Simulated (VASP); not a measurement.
# RuW7S16 in VASP: single point with PBEsol+U

Aim: the single point of RuW7S16 with PBEsol+U.

All numbers are computed with VASP 6.6.1; they aren't measurements. Logs are shortened: lines on timing, memory, paths and dates and some standing lists are left out, and cuts for length are marked.

### 1 The cell of the first run

The typed cell holds 24 atoms: a = 6.306 Å, b = 6.306 Å, c = 12.323 Å, α = 90.00°, β = 90.00°, γ = 120.00°.

### 2 Single point, PBEsol+U, collinear spin, ferromagnetic start

Contents of INCAR:

```
PREC = Accurate
ENCUT = 520
EDIFF = 1E-7
ISMEAR = 0
SIGMA = 0.05
LREAL = Auto
LASPH = T
NELM = 150
ALGO = Normal
ISIF = 2
LWAVE = F
LCHARG = T
ISPIN = 2
MAGMOM = 2 0 0 0 0 0 0 0 0 0 0 0 0 0 0 0 0 0 0 0 0 0 0 0
LORBIT = 11
NUPDOWN = 2.0
LMAXMIX = 4
LDAU = T
LDAUTYPE = 2
LDAUL = 2 -1 -1
LDAUU = 2 0 0
LDAUJ = 0 0 0
LDAUPRINT = 1
GGA = PS
LELF = T
LVHAR = T
NBANDS = 126
LUSENCCL = F
```

Contents of KPOINTS:

```
Automatic mesh
0
Gamma
  3 3 2
```

Contents of POSCAR:

```
RuW7S16
1.0
    6.3064000000      0.0000000000      0.0000000000
   -3.1532000000      5.4615026000      0.0000000000
    0.0000000000      0.0000000000     12.3230000000
Ru W S
1 7 16
Direct
    0.1919375485      0.3812914823      0.2503727827
    0.1609918993      0.8176699247      0.2503426283
    0.6625197763      0.3216963756      0.2503432791
    0.6595185057      0.8174499737      0.2503463566
    0.3349836138      0.1672688404      0.7503563673
    0.3351423891      0.6672997351      0.7503561173
    0.8352751760      0.1672657648      0.7503561708
    0.8348162654      0.6666436942      0.7503555380
    0.1685397175      0.3340871035      0.6234789236
    0.1682348090      0.8340369164      0.6234718005
    0.6680771818      0.3331594399      0.6232837412
    0.6687838206      0.8340294753      0.6234715965
    0.3165817562      0.1660269149      0.1298375248
    0.3425980897      0.6823218762      0.1172837775
    0.8523157259      0.1656899040      0.1297936517
    0.8258654951      0.6486384353      0.1240156669
    0.1685390626      0.3340873518      0.8772335502
    0.1682344697      0.8340353127      0.8772407256
    0.6680785522      0.3331612603      0.8774282561
    0.6687827942      0.8340291830      0.8772401603
    0.3166061732      0.1660254562      0.3708605871
    0.3426547125      0.6824474654      0.3834340133
    0.8522750799      0.1656869564      0.3709130625
    0.8258680481      0.6486343243      0.3766657796
```

Potentials or basis: VASP PAW PBE potentials, release 64 (Ru_pv, W_sv, S).

Run with:

```sh
> cat potpaw_PBE.64/Ru_pv/POTCAR potpaw_PBE.64/W_sv/POTCAR potpaw_PBE.64/S/POTCAR > POTCAR
> mpirun -np 1 vasp_std > vasp.out
```

OUTCAR:

```text
PREC = Accurate
   ENCUT = 520
   EDIFF = 1E-7
   ISMEAR = 0
   LREAL = Auto
   LASPH = T
   NELM = 150
   ISIF = 2
   ISPIN = 2
   LORBIT = 11
   NUPDOWN = 2.0
   GGA = PS

 ion  position               nearest neighbor table
   1  0.192  0.381  0.250-  14 2.32  22 2.32  23 2.39  15 2.39  21 2.39  13 2.39   2 2.85   4 2.85
                             3 3.17   3 3.17
   2  0.161  0.818  0.250-  14 2.39  22 2.39  24 2.40  16 2.40  13 2.42  21 2.42   1 2.85   3 3.14
                             4 3.14   4 3.16   3 3.17
   3  0.663  0.322  0.250-  24 2.37  16 2.37  23 2.41  15 2.41  21 2.41  13 2.41   2 3.14   4 3.14
                             1 3.17   4 3.17   2 3.17   1 3.17
   4  0.660  0.817  0.250-  14 2.39  22 2.39  24 2.40  16 2.40  15 2.42  23 2.42   1 2.85   3 3.14
                             2 3.14   2 3.16   3 3.17
   5  0.335  0.167  0.750-  10 2.40  18 2.40   9 2.40  17 2.40  19 2.40  11 2.40   8 3.15   7 3.15
                             6 3.15   6 3.15   7 3.16   8 3.16
   6  0.335  0.667  0.750-   9 2.40  17 2.40  20 2.40  12 2.40  18 2.40  10 2.40   7 3.15   5 3.15
                             8 3.15   8 3.15   5 3.15   7 3.15
   7  0.835  0.167  0.750-  20 2.40  12 2.40  17 2.40   9 2.40  19 2.40  11 2.40   8 3.15   5 3.15
                             6 3.15   6 3.15   5 3.16   8 3.16
   8  0.835  0.667  0.750-  10 2.40  12 2.40  20 2.40  18 2.40  19 2.40  11 2.40   5 3.15   7 3.15
                             6 3.15   6 3.15   7 3.16   5 3.16
   9  0.169  0.334  0.623-   6 2.40   5 2.40   7 2.40
  10  0.168  0.834  0.623-   5 2.40   8 2.40   6 2.40
  11  0.668  0.333  0.623-   7 2.40   5 2.40   8 2.40
  12  0.669  0.834  0.623-   7 2.40   8 2.40   6 2.40
  13  0.317  0.166  0.130-   1 2.39   3 2.41   2 2.42
  14  0.343  0.682  0.117-   1 2.32   4 2.39   2 2.39
[... 8 lines left out ...]
  23  0.852  0.166  0.371-   1 2.39   3 2.41   4 2.42
  24  0.826  0.649  0.377-   3 2.37   2 2.40   4 2.40

  LATTYP: Found a hexagonal cell.
 ALAT       =     6.3064000000
 C/A-ratio  =     1.9540466827

  Lattice vectors:

 A1 = (   6.3064000000,   0.0000000000,   0.0000000000)
 A2 = (  -3.1532000000,   5.4615026000,   0.0000000000)
 A3 = (   0.0000000000,   0.0000000000,  12.3230000000)

Analysis of symmetry for initial positions (statically):
=====================================================================
 Subroutine PRICEL returns:
 Original cell was already a primitive cell.

 Routine SETGRP: Setting up the symmetry group for a
 hexagonal supercell.

 Subroutine GETGRP returns: Found  1 space group operations
 (whereof  1 operations were pure point group operations)
 out of a pool of 24 trial point group operations.

The static configuration has the point symmetry C_1 .

Analysis of symmetry for dynamics (positions and initial velocities):
=====================================================================
 Subroutine PRICEL returns:
 Original cell was already a primitive cell.

 Routine SETGRP: Setting up the symmetry group for a
 hexagonal supercell.

 Subroutine GETGRP returns: Found  1 space group operations
 (whereof  1 operations were pure point group operations)
 out of a pool of 24 trial point group operations.

The dynamic configuration has the point symmetry C_1 .

Analysis of structural, dynamic, and magnetic symmetry:
=====================================================================
 Subroutine PRICEL returns:
 Original cell was already a primitive cell.

 Routine SETGRP: Setting up the symmetry group for a
 hexagonal supercell.

 Subroutine GETGRP returns: Found  1 space group operations
 (whereof  1 operations were pure point group operations)
 out of a pool of 24 trial point group operations.

The overall configuration has the point symmetry C_1 .

 Subroutine INISYM returns: Found  1 space group operations
 (whereof  1 operations are pure point group operations),
 and found     1 'primitive' translations
[... 154 lines left out ...]
   LHFCALC =     F    Hartree Fock is set to
   AEXX    =    0.0000 exact exchange contribution
   IVDW    =     0    specifies the selected vdW correction
   LEPSILON=     F    determine dielectric tensor
   LRPA    =     F    only Hartree local field effects (RPA)
 spin polarized calculation
 Gauss-broadening in eV      SIGMA  =   0.05
  energy-cutoff  :      520.00
  volume of cell :      424.43
 maximum number of plane-waves:     11460
   NGX = 23   NGY = 23   NGZ = 45

atom =   1  type =  1  l = 2

 onsite density matrix

spin component  1

  0.6082 -0.0000 -0.0001  0.0003  0.0003
 -0.0000  0.5661  0.0001 -0.0002 -0.0000
 -0.0001  0.0001  0.7338 -0.0000  0.0613
  0.0003 -0.0002 -0.0000  0.7436  0.0000
  0.0003 -0.0000  0.0613  0.0000  0.8296

spin component  2

  0.5729  0.0000 -0.0001 -0.0000 -0.0001
  0.0000  0.4680 -0.0000  0.0000  0.0001
 -0.0001 -0.0000  0.6280  0.0000  0.0225
 -0.0000  0.0000  0.0000  0.4690  0.0000
 -0.0001  0.0001  0.0225  0.0000  0.5341

 occupancies and eigenvectors

  o =  0.4680  v =  0.0000  0.0000  0.0000  0.0000  0.0000 -0.0000  1.0000  0.0003 -0.0086 -0.0009      0.0000  0.0000  0.0000  0.0000  0.0000  0.0000  0.0000  0.0000  0.0000  0.0000
  o =  0.4690  v =  0.0000  0.0000  0.0000  0.0000  0.0000 -0.0003 -0.0086  0.0000 -1.0000  0.0000      0.0000  0.0000  0.0000  0.0000  0.0000  0.0000  0.0000  0.0000  0.0000  0.0000
  o =  0.5290  v =  0.0000  0.0000  0.0000  0.0000  0.0000  0.0011  0.0009 -0.2217  0.0000  0.9751      0.0000  0.0000  0.0000  0.0000  0.0000  0.0000  0.0000  0.0000  0.0000  0.0000
  o =  0.5661  v =  0.0000  1.0000 -0.0009  0.0010  0.0003  0.0000  0.0000  0.0000  0.0000  0.0000      0.0000  0.0000  0.0000  0.0000  0.0000  0.0000  0.0000  0.0000  0.0000  0.0000
  o =  0.5729  v = -0.0000 -0.0000 -0.0000 -0.0000 -0.0000 -1.0000 -0.0000 -0.0013  0.0003  0.0008      0.0000  0.0000  0.0000  0.0000  0.0000  0.0000 -0.0000  0.0000  0.0000  0.0000
  o =  0.6082  v = -1.0000  0.0000 -0.0020  0.0023  0.0021 -0.0000 -0.0000 -0.0000 -0.0000 -0.0000      0.0000  0.0000  0.0000 -0.0000  0.0000  0.0000  0.0000  0.0000  0.0000  0.0000
  o =  0.6331  v =  0.0000  0.0000  0.0000  0.0000  0.0000 -0.0011 -0.0001  0.9751  0.0000  0.2217      0.0000  0.0000  0.0000  0.0000  0.0000  0.0000  0.0000  0.0000  0.0000  0.0000
  o =  0.7039  v =  0.0027 -0.0010 -0.8988 -0.0001  0.4384  0.0000  0.0000  0.0000  0.0000  0.0000      0.0000  0.0000  0.0000  0.0000  0.0000  0.0000  0.0000  0.0000  0.0000  0.0000
  o =  0.7436  v =  0.0023 -0.0010 -0.0001  1.0000  0.0000  0.0000  0.0000  0.0000  0.0000  0.0000      0.0000  0.0000  0.0000  0.0000  0.0000  0.0000  0.0000  0.0000  0.0000  0.0000
  o =  0.8595  v =  0.0010  0.0002  0.4384 -0.0000  0.8988  0.0000  0.0000  0.0000  0.0000  0.0000      0.0000  0.0000  0.0000  0.0000  0.0000  0.0000  0.0000  0.0000  0.0000  0.0000

 number of electron     207.9999996 magnetization       2.0000000

 Free energy of the ion-electron system (eV)
  ---------------------------------------------------
  ext. energy  EPLUGINS =         0.00000000
  ---------------------------------------------------
  free energy    TOTEN  =      -193.00740683 eV

  energy without entropy =     -193.00150668  energy(sigma->0) =     -193.00445675

 E-fermi :   7.2460     XC(G=0): -11.1072

 val. band max:        8.0849247096   @ k =   0.3333   0.3333   0.0000
 cond. band min:       7.2889894463   @ k =   0.3333   0.3333   0.0000
 fundamental gap:     -0.7959352633
 Fermi energy:         8.1070440191

 spin component 1

 k-point     1 :       0.0000    0.0000    0.0000
  band No.  band energies     occupation
      1     -67.3742      1.00000
      2     -67.3536      1.00000
      3     -67.3464      1.00000
      4     -67.1055      1.00000
      5     -67.0866      1.00000
      6     -67.0865      1.00000
[... 1179 lines left out ...]
    115       9.1678      0.00000
    116       9.4507      0.00000
 Fermi energy:         7.2460172319

 spin component 2

 k-point     1 :       0.0000    0.0000    0.0000
  band No.  band energies     occupation
      1     -67.3184      1.00000
      2     -67.2739      1.00000
      3     -67.2653      1.00000
      4     -67.1010      1.00000
      5     -67.0832      1.00000
      6     -67.0826      1.00000
[... 1179 lines left out ...]
    115       9.3648      0.00000
    116       9.5645      0.00000
 [bands above 116 left out]

------------------------ aborting loop because EDIFF is reached ----------------------------------------

  FORCE on cell =-STRESS in cart. coord.  units (eV):
  Direction    XX          YY          ZZ          XY          YZ          ZX
  --------------------------------------------------------------------------------------
  -------------------------------------------------------------------------------------
  Total       -0.8945392      2.9509134      4.8706640     -0.0000882      0.0028459      0.0049001
  in kB       -3.3767575     11.1392753     18.3860588     -0.0003328      0.0107428      0.0184971
  external PRESSURE =       8.7161922 kB  Pullay stress =       0.0000000 kB

 VOLUME and BASIS-vectors are now :
 -----------------------------------------------------------------------------
  energy-cutoff  :      520.00
  volume of cell :      424.43
      direct lattice vectors                 reciprocal lattice vectors
     6.306400000  0.000000000  0.000000000     0.158569073  0.091549897 -0.000000000
    -3.153200000  5.461502600  0.000000000     0.000000000  0.183099794  0.000000000
     0.000000000  0.000000000 12.323000000     0.000000000 -0.000000000  0.081149071

 POSITION                                       TOTAL-FORCE (eV/Angst)
 -----------------------------------------------------------------------------------
      0.00815      2.08242      3.08534         0.006000     -0.665520      0.000552
     -1.56300      4.46571      3.08497         0.012276      0.648171     -0.000936
      3.16374      1.75695      3.08498        -0.009957     -0.267614     -0.000188
      1.58160      4.46451      3.08502        -0.006939      0.650328     -0.000328
      1.58511      0.91354      9.24664         0.017401      0.003265     -0.000529
      0.00941      3.64446      9.24664        -0.001416      0.019311     -0.000465
[... 16 lines left out ...]
      4.85234      0.90490      4.57076        -0.622517     -0.234147      0.407319
      3.16298      3.54252      4.64165        -0.001772      0.187432      0.220277
 -----------------------------------------------------------------------------------
    total drift:                                0.002768      0.006882     -0.000326

  FREE ENERGIE OF THE ION-ELECTRON SYSTEM (eV)
  ---------------------------------------------------
  free  energy   TOTEN  =      -193.0074068295 eV

  energy  without entropy=     -193.0015066751  energy(sigma->0) =     -193.00445675

 total charge

# of ion       s       p       d       tot
------------------------------------------
    1        0.328   6.334   6.096  12.758
    2        2.333   6.337   3.403  12.074
    3        2.337   6.337   3.399  12.072
    4        2.333   6.337   3.403  12.074
    5        2.325   6.338   3.417  12.080
    6        2.325   6.338   3.417  12.079
[... 16 lines left out ...]
   23        1.360   2.313   0.000   3.673
   24        1.356   2.341   0.000   3.697
--------------------------------------------------
tot         38.332  88.041  29.969 156.341

 magnetization (x)

# of ion       s       p       d       tot
------------------------------------------
    1        0.004   0.011   0.808   0.823
    2        0.005   0.006   0.166   0.177
    3        0.004   0.001   0.110   0.114
    4        0.005   0.006   0.166   0.177
    5        0.000   0.000   0.008   0.009
    6        0.000   0.000   0.006   0.006
[... 16 lines left out ...]
   23        0.007   0.048   0.000   0.055
   24       -0.000   0.000   0.000   0.000
--------------------------------------------------
tot          0.056   0.270   1.290   1.616
```

It took 6.4 min on 1 × NVIDIA H100 80GB with 1 thread of AMD EPYC 7R13 (Zen 3), shared host; peak memory 1.9 GiB.

Results:

```
Free energy                                           : -193.0074 eV
Pressure                                              : 0.9 GPa
Largest force                                         : 0.784 eV/Å
Net moment                                            : 2.00 μB per cell
Site moments                                          : Ru +0.82; W +0.18, +0.11, +0.01, +0.02 (each value once); S +0.00, +0.06, +0.02 (each value once) μB
Valence electrons inside the program's atomic spheres : Ru 12.76; W 12.07, 12.08 (each value once); S 3.70, 3.67, 3.68 (each value once)
```

Forces in eV/Å, atoms in the order of the input:
```
Ru   0.006 -0.666  0.001
W    0.012  0.648 -0.001
W   -0.010 -0.268  0.000
W   -0.007  0.650  0.000
W    0.017  0.003 -0.001
W   -0.001  0.019  0.000
W   -0.020  0.003  0.000
W   -0.001  0.001  0.000
S    0.000  0.002 -0.037
S    0.006 -0.012 -0.040
S    0.000  0.005 -0.029
S   -0.006 -0.011 -0.041
S    0.625 -0.239 -0.409
S    0.000  0.106  0.008
S   -0.623 -0.235 -0.406
S   -0.001  0.187 -0.221
S    0.001  0.003  0.037
S    0.007 -0.011  0.040
S    0.001  0.005  0.030
S   -0.005 -0.011  0.041
S    0.623 -0.239  0.409
S    0.000  0.104 -0.007
S   -0.623 -0.234  0.407
S   -0.002  0.187  0.220
```

Eigenvalues of the final occupation matrices:
| site | spin | trace | eigenvalues |
| --- | --- | --- | --- |
| site 1 d | 1 | 3.48 | 0.57 0.61 0.70 0.74 0.86 |
| site 1 d | 2 | 2.67 | 0.47 0.47 0.53 0.57 0.63 |

Caveat: the k points lie up to 0.38 Å⁻¹ apart; the PAW data sets were made with another functional, which shifts forces and pressure a little; spin-orbit coupling is left out, which moves the levels of the heavy elements; the total moment is fixed, so each spin has its own Fermi level and the state may be an excited one.
